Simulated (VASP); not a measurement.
# LiRh (P-6m2) in VASP: single point with LDA

Aim: the single point of LiRh with LDA.

All numbers are computed with VASP 6.6.1; they aren't measurements. Logs are shortened: lines on timing, memory, paths and dates and some standing lists are left out, and cuts for length are marked.

### Step 1. The cell of the first run

The structure is hexagonal, space group P-6m2 (No. 187). Conventional cell: a = 2.602 Å, b = 2.602 Å, c = 4.260 Å, α = 90.00°, β = 90.00°, γ = 120.00°. Li (site symmetry -6m2) has 6 Li at 2.60 Å and 6 Rh at 2.61 Å within 3.4 Å. Rh (site symmetry -6m2) has 6 Rh at 2.60 Å and 6 Li at 2.61 Å within 3.4 Å.

### Step 2. Single point, LDA

INCAR

```
SYSTEM = LiRh
PREC = Accurate ; ENCUT = 750
EDIFF = 1E-6 ; ISMEAR = 0
SIGMA = 0.05 ; LREAL = .FALSE.
LASPH = .TRUE. ; NELM = 120
ALGO = Normal ; ISIF = 2
LWAVE = .FALSE. ; LCHARG = .FALSE.
NBANDS = 17 ; GGA_COMPAT = .FALSE.
```

KPOINTS

```
regular mesh
0
G
  20 20 10
  0 0 0
```

POSCAR

```
LiRh
1.0
    2.6024578299      0.0000000000      0.0000000000
   -1.3012289150      2.2537945930      0.0000000000
    0.0000000000      0.0000000000      4.2597743456
Li Rh
1 1
Direct
    0.0000000000      0.0000000000      0.5000000000
    0.6666666667      0.3333333333      0.0000000000
```

Potentials or basis: VASP PAW LDA potentials, release 64 (Li_sv, Rh_sv_GW).

Run with:

```bash
$ cat potpaw_LDA.64/Li_sv/POTCAR potpaw_LDA.64/Rh_sv_GW/POTCAR > POTCAR
$ mpirun -np 1 vasp_std > vasp.out
```

OUTCAR:

```text
SYSTEM = LiRh
   PREC = Accurate
   ENCUT = 750
   EDIFF = 1E-6
   ISMEAR = 0
   LREAL = .FALSE.
   LASPH = .TRUE.
   NELM = 120
   ISIF = 2

 ion  position               nearest neighbor table
   1  0.000  0.000  0.500-   2 2.61   2 2.61   2 2.61   2 2.61   2 2.61   2 2.61
   2  0.667  0.333  0.000-   1 2.61   1 2.61   1 2.61   1 2.61   1 2.61   1 2.61

  LATTYP: Found a hexagonal cell.
 ALAT       =     2.6024578299
 C/A-ratio  =     1.6368274239

  Lattice vectors:

 A1 = (   2.6024578299,   0.0000000000,   0.0000000000)
 A2 = (  -1.3012289150,   2.2537945930,   0.0000000000)
 A3 = (   0.0000000000,   0.0000000000,   4.2597743456)

Analysis of symmetry for initial positions (statically):
=====================================================================
 Subroutine PRICEL returns:
 Original cell was already a primitive cell.

 Routine SETGRP: Setting up the symmetry group for a
 hexagonal supercell.

 Subroutine GETGRP returns: Found 12 space group operations
 (whereof 12 operations were pure point group operations)
 out of a pool of 24 trial point group operations.

The static configuration has the point symmetry D_3h.

Analysis of symmetry for dynamics (positions and initial velocities):
=====================================================================
 Subroutine PRICEL returns:
 Original cell was already a primitive cell.

 Routine SETGRP: Setting up the symmetry group for a
 hexagonal supercell.

 Subroutine GETGRP returns: Found 12 space group operations
 (whereof 12 operations were pure point group operations)
 out of a pool of 24 trial point group operations.

The dynamic configuration has the point symmetry D_3h.

 Subroutine INISYM returns: Found 12 space group operations
 (whereof 12 operations are pure point group operations),
 and found     1 'primitive' translations

----------------------------------------------------------------------------------------

                                     Primitive cell

  volume of cell :      24.9853

  direct lattice vectors                    reciprocal lattice vectors
     2.602457830  0.000000000  0.000000000     0.384252144  0.221848079  0.000000000
    -1.301228915  2.253794593  0.000000000     0.000000000  0.443696157  0.000000000
     0.000000000  0.000000000  4.259774346     0.000000000  0.000000000  0.234754219

  length of vectors
     2.602457830  2.602457830  4.259774346     0.443696157  0.443696157  0.234754219

  position of ions in fractional coordinates (direct lattice)
     0.000000000  0.000000000  0.500000000
     0.666666667  0.333333333  0.000000000

  ion indices of the primitive-cell ions
   primitive index   ion index
                 1           1
                 2           2

----------------------------------------------------------------------------------------

 KPOINTS: regular mesh

Automatic generation of k-mesh.
 Grid dimensions read from file:
 generate k-points for:   20   20   10

 Generating k-lattice:

  Cartesian coordinates                     Fractional coordinates (reciprocal lattice)
     0.019212607  0.011092404  0.000000000     0.050000000  0.000000000  0.000000000
     0.000000000  0.022184808  0.000000000     0.000000000  0.050000000  0.000000000
     0.000000000  0.000000000  0.023475422     0.000000000  0.000000000  0.100000000

  Length of vectors
     0.022184808  0.022184808  0.023475422

  Shift w.r.t. Gamma in fractional coordinates (k-lattice)
     0.000000000  0.000000000  0.000000000

 Subroutine IBZKPT returns following result:
 ===========================================

 Found    264 irreducible k-points:

 Following reciprocal coordinates:
            Coordinates               Weight
  0.000000  0.000000  0.000000      1.000000
  0.050000  0.000000  0.000000      6.000000
  0.100000  0.000000  0.000000      6.000000
  0.150000  0.000000  0.000000      6.000000
  0.200000  0.000000  0.000000      6.000000
  0.250000  0.000000  0.000000      6.000000
[... 16 lines left out ...]
  0.200000  0.100000  0.000000     12.000000
  0.250000  0.100000  0.000000     12.000000
 [... further k-points ...]
   k-points           NKPTS =    264   k-points in BZ     NKDIM =    264   number of bands    NBANDS=     17
   number of dos      NEDOS =    301   number of ions     NIONS =      2
   total plane-waves  NPLWV =  23040
   dimension x,y,z NGX =    24 NGY =   24 NGZ =   40
   dimension x,y,z NGXF=    48 NGYF=   48 NGZF=   80
   ions per type =               1   1
   NGX,Y,Z   is equivalent  to a cutoff of  15.33, 15.33, 15.61 a.u.
   NGXF,Y,Z  is equivalent  to a cutoff of  30.66, 30.66, 31.22 a.u.
 SYSTEM =  LiRh
   PREC   = accura    normal or accurate (medium, high low for compatibility)
   ISTART =      0    job   : 0-new  1-cont  2-samecut
   ICHARG =      2    charge: 1-file 2-atom 10-const
   ISPIN  =      1    spin polarized calculation?
   LNONCOLLINEAR =      F non collinear calculations
   LSORBIT =      F    spin-orbit coupling
   LASPH  =      T    aspherical Exc in radial PAW
   ENCUT  =  750.0 eV  55.12 Ry    7.42 a.u.   5.81  5.81  9.51*2*pi/ulx,y,z
   NELM   =    120;   NELMIN=  2; NELMDL= -5     # of ELM steps
   EDIFF  = 0.1E-05   stopping-criterion for ELM
   LREAL  =      F    real-space projection
   EDIFFG = 0.1E-04   stopping-criterion for IOM
   NSW    =      0    number of steps for IOM
   IBRION =     -1    ionic relax: 0-MD 1-quasi-New 2-CG
   NFREE  =      0    steps in history (QN), initial steepest desc. (CG)
   ISIF   =      2    stress and relaxation
   ISYM   =      2    0-nonsym 1-usesym 2-fastsym
   POTIM  = 0.5000    time-step for ionic-motion
   TEBEG  =    0.0;   TEEND  =   0.0 temperature during run
   PSTRESS=    0.0 pullay stress
   NELECT =      20.0000    total number of electrons
   NUPDOWN=      -1.0000    fix difference up-down
   EMIN   =  10.00;   EMAX   =-10.00  energy-range for DOS
   EFERMI =   0.00;   METHOD = LEGACY
   ISMEAR =     0;   SIGMA  =   0.05  broadening in eV -4-tet -1-fermi 0-gaus
   EFERMI_NEDOS =   21; number of points for ismear=-14 and -15
   IALGO  =     38    algorithm
   IMIX   =      4    mixing-type and parameters
     AMIX     =   0.40;   BMIX     =  1.00
     AMIX_MAG =   1.60;   BMIX_MAG =  1.00
  volume/ion in A,a.u.               =      12.49        84.30
  Fermi-wavevector in a.u.,A,eV,Ry     =   1.520046  2.872470 31.436787  2.310539
  Thomas-Fermi vector in A             =   2.628949
   LORBIT       =      0    0 simple, 1 ext, 2 COOP (PROOUT), +10 PAW based schemes
   GGA     = CA    functional components
   LHFCALC =     F    Hartree Fock is set to
   AEXX    =    0.0000 exact exchange contribution
   IVDW    =     0    specifies the selected vdW correction
   LEPSILON=     F    determine dielectric tensor
   LRPA    =     F    only Hartree local field effects (RPA)
 non-spin polarized calculation
 Gauss-broadening in eV      SIGMA  =   0.05
  energy-cutoff  :      750.00
  volume of cell :       24.99
 maximum number of plane-waves:      1184
 NGX is ok and might be reduce to    24
   NGX = 11   NGY = 11   NGZ = 19

 number of electron      20.0000006 magnetization

 Free energy of the ion-electron system (eV)
  ---------------------------------------------------
  ext. energy  EPLUGINS =         0.00000000
  ---------------------------------------------------
  free energy    TOTEN  =       -10.21279290 eV

  energy without entropy =      -10.21002842  energy(sigma->0) =      -10.21141066

 E-fermi :   6.4588     XC(G=0): -11.8921

 val. band max:        6.4575548390   @ k =   0.2000   0.0000   0.4000
 cond. band min:       6.4605552306   @ k =   0.2000   0.1000   0.4000
 fundamental gap:      0.0030003916
 Fermi energy:         6.4587635550

 k-point     1 :       0.0000    0.0000    0.0000
  band No.  band energies     occupation
      1     -71.2309      2.00000
      2     -39.1260      2.00000
      3     -39.0411      2.00000
      4     -39.0411      2.00000
      5     -37.7255      2.00000
      6       0.2822      2.00000
[... 9 lines left out ...]
     16      25.2393      0.00000
     17      27.7283      0.00000

 k-point     2 :       0.0500    0.0000    0.0000
  band No.  band energies     occupation
      1     -71.2281      2.00000
      2     -39.1232      2.00000
      3     -39.0612      2.00000
      4     -39.0458      2.00000
      5     -37.7234      2.00000
      6       0.3804      2.00000
[... 9 lines left out ...]
     16      24.8711      0.00000
     17      27.8075      0.00000

 k-point     3 :       0.1000    0.0000    0.0000
  band No.  band energies     occupation
      1     -71.2197      2.00000
      2     -39.1193      2.00000
      3     -39.1150      2.00000
      4     -39.0593      2.00000
      5     -37.7173      2.00000
      6       0.6626      2.00000
[... 9 lines left out ...]
     16      24.8347      0.00000
     17      27.8629      0.00000

 k-point     4 :       0.1500    0.0000    0.0000
  band No.  band energies     occupation
      1     -71.2068      2.00000
      2     -39.2091      2.00000
      3     -39.1022      2.00000
      4     -39.0804      2.00000
      5     -37.7079      2.00000
      6       1.0839      2.00000
[... 9 lines left out ...]
     16      25.3535      0.00000
     17      26.8603      0.00000

 k-point     5 :       0.2000    0.0000    0.0000
  band No.  band energies     occupation
      1     -71.1904      2.00000
      2     -39.3212      2.00000
      3     -39.1069      2.00000
      4     -39.0860      2.00000
      5     -37.6962      2.00000
      6       1.5330      2.00000
[... 9 lines left out ...]
     16      25.4175      0.00000
     17      25.8303      0.00000

 k-point     6 :       0.2500    0.0000    0.0000
  band No.  band energies     occupation
      1     -71.1722      2.00000
      2     -39.4442      2.00000
      3     -39.1362      2.00000
      4     -39.0680      2.00000
      5     -37.6833      2.00000
      6       1.7929      2.00000
[... 9 lines left out ...]
     16      24.0247      0.00000
     17      25.9566      0.00000

 k-point     7 :       0.3000    0.0000    0.0000
  band No.  band energies     occupation
      1     -71.1539      2.00000
      2     -39.5658      2.00000
      3     -39.1653      2.00000
      4     -39.0500      2.00000
      5     -37.6705      2.00000
      6       1.7511      2.00000
[... 9 lines left out ...]
     16      22.7283      0.00000
     17      25.4563      0.00000

 k-point     8 :       0.3500    0.0000    0.0000
  band No.  band energies     occupation
      1     -71.1373      2.00000
      2     -39.6744      2.00000
      3     -39.1915      2.00000
      4     -39.0337      2.00000
      5     -37.6590      2.00000
      6       1.5737      2.00000
[... 9 lines left out ...]
     16      21.5460      0.00000
     17      24.3249      0.00000
[... 203 lines left out ...]
      1     -71.1185      2.00000
      2     -39.7864      2.00000
      3     -39.2319      2.00000
      4     -39.0151      2.00000
      5     -37.6460      2.00000
      6       1.4123      2.00000
[... 9 lines left out ...]
     16      20.1142      0.00000
     17      22.5749      0.00000

 k-point    20 :       0.4500    0.0500    0.0000
  band No.  band energies     occupation
      1     -71.1128      2.00000
      2     -39.8225      2.00000
      3     -39.2414      2.00000
      4     -39.0095      2.00000
      5     -37.6421      2.00000
      6       1.3288      2.00000
[... 9 lines left out ...]
     16      19.5413      0.00000
     17      21.8473      0.00000

 k-point    21 :       0.1000    0.1000    0.0000
  band No.  band energies     occupation
      1     -71.1995      2.00000
      2     -39.2535      2.00000
      3     -39.0981      2.00000
      4     -39.0950      2.00000
      5     -37.7027      2.00000
      6       1.3423      2.00000
[... 9 lines left out ...]
     16      26.0458      0.00000
     17      26.3158      0.00000

 k-point    22 :       0.1500    0.1000    0.0000
  band No.  band energies     occupation
      1     -71.1839      2.00000
      2     -39.3534      2.00000
      3     -39.1297      2.00000
      4     -39.0795      2.00000
      5     -37.6915      2.00000
      6       1.8271      2.00000
[... 9 lines left out ...]
     16      25.1211      0.00000
     17      26.6602      0.00000

 k-point    23 :       0.2000    0.1000    0.0000
  band No.  band energies     occupation
      1     -71.1665      2.00000
      2     -39.4627      2.00000
      3     -39.1651      2.00000
      4     -39.0624      2.00000
      5     -37.6793      2.00000
      6       2.1627      2.00000
[... 9 lines left out ...]
     16      23.9196      0.00000
     17      26.8217      0.00000

 k-point    24 :       0.2500    0.1000    0.0000
  band No.  band energies     occupation
      1     -71.1491      2.00000
      2     -39.5709      2.00000
      3     -39.2004      2.00000
      4     -39.0453      2.00000
      5     -37.6671      2.00000
      6       2.1182      2.00000
[... 9 lines left out ...]
     16      22.7492      0.00000
     17      26.0968      0.00000

 [... further k-points ...]

------------------------ aborting loop because EDIFF is reached ----------------------------------------

  FORCE on cell =-STRESS in cart. coord.  units (eV):
  Direction    XX          YY          ZZ          XY          YZ          ZX
  --------------------------------------------------------------------------------------
  -------------------------------------------------------------------------------------
  Total        0.0563882      0.0563882     -0.0142297     -0.0000000      0.0000000      0.0000000
  in kB        3.6158788      3.6158788     -0.9124734     -0.0000000      0.0000000      0.0000000
  external PRESSURE =       2.1064281 kB  Pullay stress =       0.0000000 kB

 VOLUME and BASIS-vectors are now :
 -----------------------------------------------------------------------------
  energy-cutoff  :      750.00
  volume of cell :       24.99
      direct lattice vectors                 reciprocal lattice vectors
     2.602457830  0.000000000  0.000000000     0.384252144  0.221848079  0.000000000
    -1.301228915  2.253794593  0.000000000     0.000000000  0.443696157  0.000000000
     0.000000000  0.000000000  4.259774346     0.000000000  0.000000000  0.234754219

 POSITION                                       TOTAL-FORCE (eV/Angst)
 -----------------------------------------------------------------------------------
      0.00000      0.00000      2.12989        -0.000000     -0.000000      0.000000
      1.30123      0.75126      0.00000         0.000000      0.000000      0.000000
 -----------------------------------------------------------------------------------
    total drift:                               -0.000000      0.000000      0.000000

  FREE ENERGIE OF THE ION-ELECTRON SYSTEM (eV)
  ---------------------------------------------------
  free  energy   TOTEN  =       -10.2127929043 eV

  energy  without entropy=      -10.2100284247  energy(sigma->0) =      -10.21141066
```

Wall time 57 s (1 thread of Intel Xeon 6975P-C (Granite Rapids), shared host); peak memory 0.35 GiB.

Results:

```
Free energy            : -10.2128 eV
Pressure               : 0.2 GPa
Band gap on the k mesh : zero (bands 10 and 11 overlap by 1.88 eV)
```

Levels at points of the mesh, in eV from the Fermi level:
| k point | band 8 | band 9 | band 10 | band 11 | band 12 | band 13 |
| --- | --- | --- | --- | --- | --- | --- |
| (0.00, 0.00, 0.00) | -2.26 | -2.26 | 0.33 | 0.33 | 0.68 | 8.07 |
| (0.50, 0.00, 0.00) | -2.12 | -0.44 | 1.63 | 1.72 | 5.18 | 8.24 |
| (0.00, 0.00, 0.50) | -2.25 | -2.25 | -1.98 | 0.30 | 0.30 | 12.41 |
| (0.50, 0.00, 0.50) | -0.75 | -0.54 | 1.72 | 1.79 | 2.48 | 8.85 |
